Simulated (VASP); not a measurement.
# CdSe (P6_3mc) in VASP: settings compared, part 2 of 2

VASP 6.6.1. The steps go on from the part before.

## (3) Relaxation of cell and atoms, PBEsol

This run uses another cell than the first one, of 29.78 Å³/atom.

Contents of INCAR:

```
SYSTEM = CdSe
  ALGO = Normal
  EDIFF = 1E-7
  EDIFFG = -0.005
  ENCUT = 600
  GGA = PS
  IBRION = 2
  ISIF = 3
  ISMEAR = -1
  LASPH = .TRUE.
  LCHARG = .FALSE.
  LREAL = .FALSE.
  LWAVE = .FALSE.
  NELM = 60
  NSW = 80
  PREC = Accurate
  SIGMA = 0.02
```

Contents of KPOINTS:

```
k-points
0
G
  6 6 4
  0 0 0
```

Contents of POSCAR:

```
CdSe
1.0
    4.3840057943      0.0000000000      0.0000000000
   -2.1920028971      3.7966603882      0.0000000000
    0.0000000000      0.0000000000      7.1556126099
Cd Se
2 2
Direct
    0.3333333333      0.6666666667     -0.0002790350
    0.6666666667      0.3333333333      0.4997209650
    0.3333333333      0.6666666667      0.3752790350
    0.6666666667      0.3333333333      0.8752790350
```

Potentials or basis: VASP PAW PBE potentials, release 64 (Cd, Se).

Launch:

```bash
$ cat potpaw_PBE.64/Cd/POTCAR potpaw_PBE.64/Se/POTCAR > POTCAR
$ mpirun -np 1 vasp_std > vasp.out
```

OUTCAR:

```text
SYSTEM = CdSe
   EDIFF = 1E-7
   EDIFFG = -0.005
   ENCUT = 600
   GGA = PS
   IBRION = 2
   ISIF = 3
   ISMEAR = -1
   LASPH = .TRUE.
   LREAL = .FALSE.
   NELM = 60
   NSW = 80
   PREC = Accurate

 ion  position               nearest neighbor table
   1  0.333  0.667  1.000-   4 2.68   4 2.68   4 2.68   3 2.69
   2  0.667  0.333  0.500-   3 2.68   3 2.68   3 2.68   4 2.69
   3  0.333  0.667  0.375-   2 2.68   2 2.68   2 2.68   1 2.69
   4  0.667  0.333  0.875-   1 2.68   1 2.68   1 2.68   2 2.69

  LATTYP: Found a hexagonal cell.
 ALAT       =     4.3840057943
 C/A-ratio  =     1.6322087483

  Lattice vectors:

 A1 = (   4.3840057943,   0.0000000000,   0.0000000000)
 A2 = (  -2.1920028971,   3.7966603882,   0.0000000000)
 A3 = (   0.0000000000,   0.0000000000,   7.1556126099)

Analysis of symmetry for initial positions (statically):
=====================================================================
 Subroutine PRICEL returns:
 Original cell was already a primitive cell.

 Routine SETGRP: Setting up the symmetry group for a
 hexagonal supercell.

 Subroutine GETGRP returns: Found 12 space group operations
 (whereof  6 operations were pure point group operations)
 out of a pool of 24 trial point group operations.

[... 155 lines left out ...]
--------------------------------------- Ionic step        1  -------------------------------------------

 number of electron      36.0000008 magnetization

 Free energy of the ion-electron system (eV)
  ---------------------------------------------------
  ext. energy  EPLUGINS =         0.00000000
  ---------------------------------------------------
  free energy    TOTEN  =       -12.30364516 eV

  energy without entropy =      -12.30364490  energy(sigma->0) =      -12.30364503

------------------------ aborting loop because EDIFF is reached ----------------------------------------

  FORCE on cell =-STRESS in cart. coord.  units (eV):
  Direction    XX          YY          ZZ          XY          YZ          ZX
  --------------------------------------------------------------------------------------
  -------------------------------------------------------------------------------------
  Total       -1.7450441     -1.7450441     -1.7546025     -0.0000000     -0.0000000      0.0000000
  in kB      -23.4745509    -23.4745509    -23.6031317     -0.0000000     -0.0000000      0.0000000
  external PRESSURE =     -23.5174112 kB  Pullay stress =       0.0000000 kB
[... 63 lines left out ...]
--------------------------------------- Ionic step        3  -------------------------------------------

 number of electron      36.0000000 magnetization

 Free energy of the ion-electron system (eV)
  ---------------------------------------------------
  ext. energy  EPLUGINS =         0.00000000
  ---------------------------------------------------
  free energy    TOTEN  =       -12.34934736 eV

  energy without entropy =      -12.34934734  energy(sigma->0) =      -12.34934735

 E-fermi :   1.0444     XC(G=0):  -9.0641

 val. band max:        0.7736427725   @ k =   0.0000   0.0000   0.0000
 cond. band min:       1.3005199176   @ k =   0.0000   0.0000   0.0000
 fundamental gap:      0.5268771452
 Fermi energy:         1.0444193537

 k-point     1 :       0.0000    0.0000    0.0000
  band No.  band energies     occupation
      1     -11.8254      2.00000
      2     -11.4451      2.00000
      3      -7.1177      2.00000
      4      -7.1101      2.00000
      5      -7.1101      2.00000
      6      -7.0425      2.00000
[... 545 lines left out ...]
  FREE ENERGIE OF THE ION-ELECTRON SYSTEM (eV)
  ---------------------------------------------------
  free  energy   TOTEN  =       -12.3493473585 eV

  energy  without entropy=      -12.3493473368  energy(sigma->0) =      -12.34934735

 reached required accuracy - stopping structural energy minimisation
```

OSZICAR:

```text
N       E                     dE             d eps       ncg     rms          rms(c)
DAV:   1     0.259986342244E+03    0.25999E+03   -0.18421E+04   924   0.164E+03
[... 31 lines left out ...]
DAV:   3    -0.123502771475E+02    0.50859E-02   -0.14559E-02   984   0.105E+00    0.527E-01
DAV:   4    -0.123494497083E+02    0.82744E-03   -0.12274E-03   948   0.241E-01    0.859E-02
DAV:   5    -0.123493449202E+02    0.10479E-03   -0.48006E-04  1056   0.260E-01    0.282E-02
DAV:   6    -0.123493467382E+02   -0.18179E-05   -0.49840E-05   954   0.659E-02    0.878E-03
DAV:   7    -0.123493471293E+02   -0.39120E-06   -0.13665E-06  1050   0.838E-03    0.293E-03
DAV:   8    -0.123493473106E+02   -0.18121E-06   -0.28115E-07   798   0.507E-03    0.700E-04
DAV:   9    -0.123493473585E+02   -0.47986E-07   -0.46024E-08   678   0.162E-03
   3 F= -.12349347E+02 E0= -.12349347E+02  d E =-.457022E-01
```

Run time: 85 s. Hardware: 1 thread of Intel Xeon 6975P-C (Granite Rapids), shared host; peak memory 0.3 GiB.

What came out:

```
Free energy                           : -12.3493 eV
Relaxed volume                        : 28.29 Å³/atom
Relaxed cell                          : a = 4.310 Å, b = 4.310 Å, c = 7.034 Å, α = 90.00°, β = 90.00°, γ = 120.00°
Space group after relaxing (to 0.1 Å) : P6_3mc (No. 186)
Energy gained by relaxing             : 11.4 meV/atom
Ionic steps                           : 3
Pressure after relaxing               : 0.0 GPa
Band gap on the k mesh                : 0.53 eV
```

Step by step:
| step | energy change (eV) | largest force (eV/Å) | pressure (GPa) | volume (Å³) |
| --- | --- | --- | --- | --- |
| 1 | 0.0000 | 0.0071 | -2.35 | 119.10 |
| 2 | -0.0426 | 0.0010 | 0.69 | 111.73 |
| 3 | -0.0457 | 0.0009 | 0.00 | 113.16 |

Final structure:
```
Cd Se
1.0
     4.31005    0.00000    0.00000
    -2.15502    3.73261    0.00000
     0.00000    0.00000    7.03424
Cd Se
2 2
Direct
  0.33333 0.66667 0.99968
  0.66667 0.33333 0.49968
  0.33333 0.66667 0.37532
  0.66667 0.33333 0.87532
```

Caveat: the PAW data sets were made with another functional, which shifts forces and pressure a little.

## (4) Relaxation of cell and atoms, LDA

This run uses another cell than the first one, of 29.78 Å³/atom.

Contents of INCAR:

```
ALGO = Normal
EDIFF = 1E-6
EDIFFG = -0.005
ENCUT = 600
GGA = CA
IBRION = 2
ISIF = 3
ISMEAR = -1
LASPH = T
LCHARG = F
LREAL = F
LWAVE = F
NELM = 80
NSW = 80
PREC = Accurate
SIGMA = 0.02
```

Contents of KPOINTS:

```
k-points
0
Gamma
  6 6 4
```

POSCAR is that of step 3.

Potentials or basis: VASP PAW LDA potentials, release 64 (Cd, Se).

Launch:

```bash
$ cat potpaw_LDA.64/Cd/POTCAR potpaw_LDA.64/Se/POTCAR > POTCAR
$ mpirun -np 1 vasp_std > vasp.out
```

OUTCAR:

```text
EDIFF = 1E-6
   EDIFFG = -0.005
   ENCUT = 600
   GGA = CA
   IBRION = 2
   ISIF = 3
   ISMEAR = -1
   LASPH = T
   LREAL = F
   NELM = 80
   NSW = 80
   PREC = Accurate

 ion  position               nearest neighbor table
   1  0.333  0.667  1.000-   4 2.68   4 2.68   4 2.68   3 2.69
   2  0.667  0.333  0.500-   3 2.68   3 2.68   3 2.68   4 2.69
   3  0.333  0.667  0.375-   2 2.68   2 2.68   2 2.68   1 2.69
   4  0.667  0.333  0.875-   1 2.68   1 2.68   1 2.68   2 2.69

  LATTYP: Found a hexagonal cell.
 ALAT       =     4.3840057943
 C/A-ratio  =     1.6322087483

  Lattice vectors:

 A1 = (   4.3840057943,   0.0000000000,   0.0000000000)
 A2 = (  -2.1920028971,   3.7966603882,   0.0000000000)
 A3 = (   0.0000000000,   0.0000000000,   7.1556126099)

Analysis of symmetry for initial positions (statically):
=====================================================================
 Subroutine PRICEL returns:
 Original cell was already a primitive cell.

 Routine SETGRP: Setting up the symmetry group for a
 hexagonal supercell.

 Subroutine GETGRP returns: Found 12 space group operations
 (whereof  6 operations were pure point group operations)
 out of a pool of 24 trial point group operations.

[... 154 lines left out ...]

--------------------------------------- Ionic step        1  -------------------------------------------

 number of electron      36.0000008 magnetization

 Free energy of the ion-electron system (eV)
  ---------------------------------------------------
  ext. energy  EPLUGINS =         0.00000000
  ---------------------------------------------------
  free energy    TOTEN  =       -13.38205188 eV

  energy without entropy =      -13.38204748  energy(sigma->0) =      -13.38204968

------------------------ aborting loop because EDIFF is reached ----------------------------------------

  FORCE on cell =-STRESS in cart. coord.  units (eV):
  Direction    XX          YY          ZZ          XY          YZ          ZX
  --------------------------------------------------------------------------------------
  -------------------------------------------------------------------------------------
  Total       -3.0124019     -3.0124019     -3.0042204     -0.0000000      0.0000000      0.0000000
  in kB      -40.5232061    -40.5232061    -40.4131477     -0.0000000      0.0000000      0.0000000
  external PRESSURE =     -40.4865200 kB  Pullay stress =       0.0000000 kB
[... 63 lines left out ...]
--------------------------------------- Ionic step        3  -------------------------------------------

 number of electron      35.9999995 magnetization

 Free energy of the ion-electron system (eV)
  ---------------------------------------------------
  ext. energy  EPLUGINS =         0.00000000
  ---------------------------------------------------
  free energy    TOTEN  =       -13.51646847 eV

  energy without entropy =      -13.51646841  energy(sigma->0) =      -13.51646844

 E-fermi :   1.3076     XC(G=0):  -9.4132

 val. band max:        1.0605057016   @ k =   0.0000   0.0000   0.0000
 cond. band min:       1.5401741489   @ k =   0.0000   0.0000   0.0000
 fundamental gap:      0.4796684474
 Fermi energy:         1.3075585693

 k-point     1 :       0.0000    0.0000    0.0000
  band No.  band energies     occupation
      1     -11.7624      2.00000
      2     -11.3507      2.00000
      3      -6.9950      2.00000
      4      -6.9865      2.00000
      5      -6.9865      2.00000
      6      -6.9127      2.00000
[... 545 lines left out ...]
  FREE ENERGIE OF THE ION-ELECTRON SYSTEM (eV)
  ---------------------------------------------------
  free  energy   TOTEN  =       -13.5164684695 eV

  energy  without entropy=      -13.5164684051  energy(sigma->0) =      -13.51646844

 reached required accuracy - stopping structural energy minimisation
```

OSZICAR:

```text
N       E                     dE             d eps       ncg     rms          rms(c)
DAV:   1     0.263650395718E+03    0.26365E+03   -0.18387E+04   924   0.164E+03
DAV:   2     0.187109929629E+01   -0.26178E+03   -0.25555E+03  1020   0.367E+02
DAV:   3    -0.139724084066E+02   -0.15844E+02   -0.15789E+02  1110   0.883E+01
DAV:   4    -0.141412395734E+02   -0.16883E+00   -0.16877E+00  1038   0.888E+00
[... 25 lines left out ...]
DAV:   3    -0.135205567089E+02    0.18705E-01   -0.52241E-02  1014   0.204E+00    0.113E+00
DAV:   4    -0.135169234248E+02    0.36333E-02   -0.43965E-03   936   0.437E-01    0.191E-01
DAV:   5    -0.135164601424E+02    0.46328E-03   -0.17481E-03  1068   0.510E-01    0.457E-02
DAV:   6    -0.135164679462E+02   -0.78038E-05   -0.16988E-04   936   0.114E-01    0.191E-02
DAV:   7    -0.135164684695E+02   -0.52328E-06   -0.24320E-06   820   0.113E-02
   3 F= -.13516468E+02 E0= -.13516468E+02  d E =-.134417E+00
```

Wall time 70 s (1 thread of Intel Xeon 6975P-C (Granite Rapids), shared host); peak memory 0.25 GiB.

Results:

| Quantity | Value |
| --- | --- |
| Free energy | -13.5165 eV |
| Relaxed volume | 27.32 Å³/atom |
| Relaxed cell | a = 4.260 Å, b = 4.260 Å, c = 6.954 Å, α = 90.00°, β = 90.00°, γ = 120.00° |
| Space group after relaxing (to 0.1 Å) | P6_3mc (No. 186) |
| Energy gained by relaxing | 33.6 meV/atom |
| Ionic steps | 3 |
| Pressure after relaxing | 0.0 GPa |
| Largest force after relaxing | 0.003 eV/Å |
| Band gap on the k mesh | 0.48 eV |

Forces on the atoms (eV/Å):
```
Cd   0.000  0.000  0.003
Cd   0.000  0.000  0.003
Se   0.000  0.000 -0.003
Se   0.000  0.000 -0.003
```

The path:
```csv
step,energy change (eV),largest force (eV/Å),pressure (GPa),volume (Å³)
1,0.0000,0.0080,-4.05,119.10
2,-0.1217,0.0081,1.54,106.60
3,-0.1344,0.0034,0.01,109.29
```

Final structure:
```
CELL_PARAMETERS angstrom
4.26006 0.00000 0.00000
-2.13003 3.68932 0.00000
0.00000 0.00000 6.95385
ATOMIC_POSITIONS crystal
Cd 0.33333 0.66667 0.99968
Cd 0.66667 0.33333 0.49968
Se 0.33333 0.66667 0.37532
Se 0.66667 0.33333 0.87532
```

## (5) Summary

```csv
task,level,potentials or basis,cell,k mesh,cutoff (eV),smearing,gap on the mesh (eV),pressure (GPa),relaxed volume (Å³/atom)
single point,LDA,"VASP PAW LDA potentials, release 64 (Cd, Se)","a = 4.341, b = 4.341, c = 7.077 Å, angles 90.0, 90.0, 120.0°, 4 atoms",12 × 12 × 4,520,gaussian 0.01 eV,0.36,-2.7,-
relaxation of cell and atoms,PBEsol,"VASP PAW PBE potentials, release 64 (Cd, Se)","relaxed from a = 4.384, b = 4.384, c = 7.156 Å, angles 90.0, 90.0, 120.0°, 4 atoms",6 × 6 × 4,600,fermi-dirac 0.02 eV,0.53,0.0,28.29
relaxation of cell and atoms,LDA,"VASP PAW LDA potentials, release 64 (Cd, Se)","relaxed from a = 4.384, b = 4.384, c = 7.156 Å, angles 90.0, 90.0, 120.0°, 4 atoms",6 × 6 × 4,600,fermi-dirac 0.02 eV,0.48,0.0,27.32
```

Alike in all rows: no spin polarisation.

Caveats: the PAW data sets were made with another functional, which shifts forces and pressure a little (at least some runs).

Absolute energies hang on the potentials; compare differences alone.
